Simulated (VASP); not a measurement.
# BAs (I-4m2) in VASP: settings compared

Aim: see how the results for BAs move with the level of theory and the settings. Levels: PBE, r2SCAN. Tasks: single point.

All numbers are computed with VASP 6.6.1; they aren't measurements. Logs are shortened: lines on timing, memory, paths and dates and some standing lists are left out, and cuts for length are marked.

### Step 1. The cell of the first run

Symmetry: I-4m2, No. 119, tetragonal system. Conventional cell: a = 3.344 Å, b = 3.344 Å, c = 4.809 Å, α = 90.00°, β = 90.00°, γ = 90.00°. Within 2.7 Å of B (site symmetry -4m2) lie 4 As at 2.06 Å. As (site symmetry -4m2) has 4 B at 2.06 Å within 2.7 Å.

### Step 2. Single point, PBE (epitaxial xy strain -1.1%)

Input file INCAR:

```
ALGO = Normal
EDIFF = 1E-6
ENCUT = 520
GGA = PE
ISIF = 2
ISMEAR = -1
LASPH = True
LCHARG = True
LELF = True
LREAL = False
LVHAR = True
LWAVE = False
NBANDS = 11
NELM = 60
PREC = Accurate
SIGMA = 0.02
```

Input file KPOINTS:

```
k-points
0
Gamma
  10 10 10
```

Input file POSCAR:

```
BAs
1.0
    0.0000000000      2.3646025850      2.4045142790
    2.3646025850      0.0000000000      2.4045142790
    2.3646025850      2.3646025850      0.0000000000
B As
1 1
Direct
    0.0000000000      0.0000000000      0.0000000000
    0.2500000000      0.2500000000      0.2500000000
```

Potentials or basis: VASP PAW PBE potentials, release 64 (B, As).

Run with:

```sh
> cat potpaw_PBE.64/B/POTCAR potpaw_PBE.64/As/POTCAR > POTCAR
> mpirun -np 1 vasp_std > vasp.out
```

OUTCAR:

```text
EDIFF = 1E-6
   ENCUT = 520
   GGA = PE
   ISIF = 2
   ISMEAR = -1
   LASPH = True
   LREAL = False
   NELM = 60
   PREC = Accurate

 ion  position               nearest neighbor table
   1  0.000  0.000  0.000-   2 2.06   2 2.06   2 2.06   2 2.06
   2  0.250  0.250  0.250-   1 2.06   1 2.06   1 2.06   1 2.06

  LATTYP: Found a body centered tetragonal cell.
 ALAT       =     3.3440530453
 C/A-ratio  =     1.4380838141

  Lattice vectors:

 A1 = (  -2.3646025850,   0.0000000000,   2.4045142790)
 A2 = (   2.3646025850,   0.0000000000,   2.4045142790)
 A3 = (   0.0000000000,   2.3646025850,  -2.4045142790)

Analysis of symmetry for initial positions (statically):
=====================================================================
 Subroutine PRICEL returns:
 Original cell was already a primitive cell.

 Routine SETGRP: Setting up the symmetry group for a
 body centered tetragonal supercell.

 Subroutine GETGRP returns: Found  8 space group operations
 (whereof  8 operations were pure point group operations)
 out of a pool of 16 trial point group operations.

The static configuration has the point symmetry D_2d.

Analysis of symmetry for dynamics (positions and initial velocities):
=====================================================================
 Subroutine PRICEL returns:
 Original cell was already a primitive cell.

 Routine SETGRP: Setting up the symmetry group for a
 body centered tetragonal supercell.

 Subroutine GETGRP returns: Found  8 space group operations
 (whereof  8 operations were pure point group operations)
 out of a pool of 16 trial point group operations.

The dynamic configuration has the point symmetry D_2d.

 Subroutine INISYM returns: Found  8 space group operations
 (whereof  8 operations are pure point group operations),
 and found     1 'primitive' translations

----------------------------------------------------------------------------------------

                                     Primitive cell

  volume of cell :      26.8889

  direct lattice vectors                    reciprocal lattice vectors
     0.000000000  2.364602585  2.404514279    -0.211452023  0.211452023  0.207942205
     2.364602585  0.000000000  2.404514279     0.211452023 -0.211452023  0.207942205
     2.364602585  2.364602585  0.000000000     0.211452023  0.211452023 -0.207942205

  length of vectors
     3.372392964  3.372392964  3.344053045     0.364230526  0.364230526  0.364230526

  position of ions in fractional coordinates (direct lattice)
     0.000000000  0.000000000  0.000000000
     0.250000000  0.250000000  0.250000000

  ion indices of the primitive-cell ions
   primitive index   ion index
                 1           1
                 2           2

----------------------------------------------------------------------------------------

 KPOINTS: k-points

Automatic generation of k-mesh.
 Grid dimensions read from file:
 generate k-points for:   10   10   10

 Generating k-lattice:

  Cartesian coordinates                     Fractional coordinates (reciprocal lattice)
    -0.021145202  0.021145202  0.020794220     0.100000000 -0.000000000  0.000000000
     0.021145202 -0.021145202  0.020794220    -0.000000000  0.100000000  0.000000000
     0.021145202  0.021145202 -0.020794220     0.000000000  0.000000000  0.100000000

  Length of vectors
     0.036423053  0.036423053  0.036423053

  Shift w.r.t. Gamma in fractional coordinates (k-lattice)
     0.000000000  0.000000000  0.000000000

 Subroutine IBZKPT returns following result:
 ===========================================

 Found    102 irreducible k-points:

 Following reciprocal coordinates:
            Coordinates               Weight
  0.000000  0.000000  0.000000      1.000000
  0.100000  0.000000  0.000000      8.000000
  0.200000  0.000000  0.000000      8.000000
  0.300000  0.000000  0.000000      8.000000
  0.400000  0.000000  0.000000      8.000000
  0.500000  0.000000  0.000000      4.000000
[... 16 lines left out ...]
  0.300000  0.300000  0.000000      2.000000
  0.400000  0.300000  0.000000      8.000000
 [... further k-points ...]
   k-points           NKPTS =    102   k-points in BZ     NKDIM =    102   number of bands    NBANDS=     11
   number of dos      NEDOS =    301   number of ions     NIONS =      2
   total plane-waves  NPLWV =  21952
   dimension x,y,z NGX =    28 NGY =   28 NGZ =   28
   dimension x,y,z NGXF=    56 NGYF=   56 NGZF=   56
   ions per type =               1   1
   NGX,Y,Z   is equivalent  to a cutoff of  13.80, 13.80, 13.92 a.u.
   NGXF,Y,Z  is equivalent  to a cutoff of  27.61, 27.61, 27.84 a.u.
 SYSTEM =  unknown system
   PREC   = accura    normal or accurate (medium, high low for compatibility)
   ISTART =      0    job   : 0-new  1-cont  2-samecut
   ICHARG =      2    charge: 1-file 2-atom 10-const
   ISPIN  =      1    spin polarized calculation?
   LNONCOLLINEAR =      F non collinear calculations
   LSORBIT =      F    spin-orbit coupling
   LASPH  =      T    aspherical Exc in radial PAW
   ENCUT  =  520.0 eV  38.22 Ry    6.18 a.u.   6.27  6.27  6.22*2*pi/ulx,y,z
   NELM   =     60;   NELMIN=  2; NELMDL= -5     # of ELM steps
   EDIFF  = 0.1E-05   stopping-criterion for ELM
   LREAL  =      F    real-space projection
   EDIFFG = 0.1E-04   stopping-criterion for IOM
   NSW    =      0    number of steps for IOM
   IBRION =     -1    ionic relax: 0-MD 1-quasi-New 2-CG
   NFREE  =      0    steps in history (QN), initial steepest desc. (CG)
   ISIF   =      2    stress and relaxation
   ISYM   =      2    0-nonsym 1-usesym 2-fastsym
   POTIM  = 0.5000    time-step for ionic-motion
   TEBEG  =    0.0;   TEEND  =   0.0 temperature during run
   PSTRESS=    0.0 pullay stress
   NELECT =       8.0000    total number of electrons
   NUPDOWN=      -1.0000    fix difference up-down
   EMIN   =  10.00;   EMAX   =-10.00  energy-range for DOS
   EFERMI =   0.00;   METHOD = LEGACY
   ISMEAR =    -1;   SIGMA  =   0.02  broadening in eV -4-tet -1-fermi 0-gaus
   EFERMI_NEDOS =   21; number of points for ismear=-14 and -15
   IALGO  =     38    algorithm
   IMIX   =      4    mixing-type and parameters
     AMIX     =   0.40;   BMIX     =  1.00
     AMIX_MAG =   1.60;   BMIX_MAG =  1.00
  volume/ion in A,a.u.               =      13.44        90.73
  Fermi-wavevector in a.u.,A,eV,Ry     =   1.092900  2.065281 16.251200  1.194430
  Thomas-Fermi vector in A             =   2.229174
   LORBIT       =      0    0 simple, 1 ext, 2 COOP (PROOUT), +10 PAW based schemes
   GGA     = PE    functional components
   LHFCALC =     F    Hartree Fock is set to
   AEXX    =    0.0000 exact exchange contribution
   IVDW    =     0    specifies the selected vdW correction
   LEPSILON=     F    determine dielectric tensor
   LRPA    =     F    only Hartree local field effects (RPA)
 non-spin polarized calculation
  energy-cutoff  :      520.00
  volume of cell :       26.89
 maximum number of plane-waves:       740
 NGX is ok and might be reduce to    28
   NGX = 13   NGY = 13   NGZ = 13

 number of electron       8.0000000 magnetization

 Free energy of the ion-electron system (eV)
  ---------------------------------------------------
  ext. energy  EPLUGINS =         0.00000000
  ---------------------------------------------------
  free energy    TOTEN  =       -11.39295753 eV

  energy without entropy =      -11.39295753  energy(sigma->0) =      -11.39295753

 E-fermi :   6.7592     XC(G=0): -10.6429

 val. band max:        6.3312078088   @ k =   0.0000   0.0000   0.0000
 cond. band min:       7.3649055007   @ k =   0.4000   0.0000   0.4000
 fundamental gap:      1.0336976920
 Fermi energy:         6.7591938894

 k-point     1 :       0.0000    0.0000    0.0000
  band No.  band energies     occupation
      1      -9.2488      2.00000
      2       6.1644      2.00000
      3       6.3312      2.00000
      4       6.3312      2.00000
      5       9.5349      0.00000
      6       9.5349      0.00000
      7       9.6427      0.00000
      8      11.1304      0.00000
      9      15.9254      0.00000
     10      19.0349      0.00000
     11      19.5136      0.00000

 k-point     2 :       0.1000    0.0000    0.0000
  band No.  band energies     occupation
      1      -9.0826      2.00000
      2       4.8688      2.00000
      3       5.9128      2.00000
      4       6.0292      2.00000
      5       9.7257      0.00000
      6       9.9430      0.00000
      7      10.0218      0.00000
      8      11.9740      0.00000
      9      16.5799      0.00000
     10      18.0049      0.00000
     11      18.3719      0.00000

 k-point     3 :       0.2000    0.0000    0.0000
  band No.  band energies     occupation
      1      -8.5919      2.00000
      2       2.4846      2.00000
      3       5.3152      2.00000
      4       5.4594      2.00000
      5       9.5395      0.00000
      6      10.6897      0.00000
      7      10.7120      0.00000
      8      13.5680      0.00000
      9      17.3096      0.00000
     10      17.5749      0.00000
     11      17.6391      0.00000

 k-point     4 :       0.3000    0.0000    0.0000
  band No.  band energies     occupation
      1      -7.8127      2.00000
      2       0.1675      2.00000
      3       4.7862      2.00000
      4       4.9597      2.00000
      5       9.2728      0.00000
      6      11.0713      0.00000
      7      11.1304      0.00000
      8      14.7982      0.00000
      9      17.6326      0.00000
     10      17.9469      0.00000
     11      17.9976      0.00000
[... 239 lines left out ...]
 k-point    22 :      -0.2000    0.2000    0.0000
  band No.  band energies     occupation
      1      -7.5302      2.00000
      2       0.7281      2.00000
      3       2.0701      2.00000
      4       5.0711      2.00000
      5      10.3803      0.00000
      6      11.4143      0.00000
      7      12.2326      0.00000
      8      13.3268      0.00000
      9      16.2457      0.00000
     10      19.0274      0.00000
     11      20.6256      0.00000

 k-point    23 :       0.3000    0.3000    0.0000
  band No.  band energies     occupation
      1      -7.3481      2.00000
      2       0.9278      2.00000
      3       3.1326      2.00000
      4       3.1326      2.00000
      5       7.8019      0.00000
      6       9.9832      0.00000
      7      14.8066      0.00000
      8      14.8066      0.00000
      9      17.2632      0.00000
     10      21.3855      0.00000
     11      21.6264      0.00000

 k-point    24 :       0.4000    0.3000    0.0000
  band No.  band energies     occupation
      1      -6.6197      2.00000
      2      -0.3020      2.00000
      3       2.2931      2.00000
      4       2.8399      2.00000
      5       8.1081      0.00000
      6       9.7726      0.00000
      7      15.1825      0.00000
      8      15.4465      0.00000
      9      18.3342      0.00000
     10      22.1740      0.00000
     11      22.3253      0.00000

 [... further k-points ...]
[... 5 lines left out ...]
  --------------------------------------------------------------------------------------
  -------------------------------------------------------------------------------------
  Total        1.1125377      1.1125377      0.5117269      0.0000000      0.0000000      0.0000000
  in kB       66.2905551     66.2905551     30.4912419      0.0000000      0.0000000      0.0000000
  external PRESSURE =      54.3574507 kB  Pullay stress =       0.0000000 kB

 VOLUME and BASIS-vectors are now :
 -----------------------------------------------------------------------------
  energy-cutoff  :      520.00
  volume of cell :       26.89
      direct lattice vectors                 reciprocal lattice vectors
     0.000000000  2.364602585  2.404514279    -0.211452023  0.211452023  0.207942205
     2.364602585  0.000000000  2.404514279     0.211452023 -0.211452023  0.207942205
     2.364602585  2.364602585  0.000000000     0.211452023  0.211452023 -0.207942205

 POSITION                                       TOTAL-FORCE (eV/Angst)
 -----------------------------------------------------------------------------------
      0.00000      0.00000      0.00000         0.000000      0.000000     -0.000000
      1.18230      1.18230      1.20226        -0.000000     -0.000000      0.000000
 -----------------------------------------------------------------------------------
    total drift:                               -0.000000     -0.000000     -0.000000

  FREE ENERGIE OF THE ION-ELECTRON SYSTEM (eV)
  ---------------------------------------------------
  free  energy   TOTEN  =       -11.3929575330 eV

  energy  without entropy=      -11.3929575330  energy(sigma->0) =      -11.39295753
```

Wall time 67 s (1 thread of Intel Xeon 8259CL, shared host); peak memory 0.18 GiB.

Results:

```
Free energy            : -11.3930 eV
Pressure               : 5.4 GPa
Band gap on the k mesh : 1.03 eV, indirect (least direct gap 3.20 eV)
```

Stress tensor (GPa, compression positive):
```
6.63 0.00 0.00
0.00 6.63 0.00
0.00 0.00 3.05
```

Levels at points of the mesh, in eV from the valence-band top:
```
           k point  band 1  band 2  band 3  band 4  band 5  band 6  band 7  band 8  band 9
(0.00, 0.00, 0.00)  -15.58   -0.17    0.00    0.00    3.20    3.20    3.31    4.80    9.59
(0.50, 0.00, 0.00)  -12.66   -8.94   -2.00   -1.80    2.70    4.69    4.81    8.84   12.75
(0.50, 0.50, 0.00)  -11.41   -8.75   -4.08   -4.08    1.48    1.52   11.43   11.43   12.81
(0.50, 0.00, 0.50)  -11.27   -8.62   -4.26   -4.23    1.29    1.30   11.31   11.56   12.97
```

Caveat: the cell differs from its parent crystal (epitaxial xy strain -1.1%). A k mesh can miss the band edges.

(Continued in part 2 of 2.)
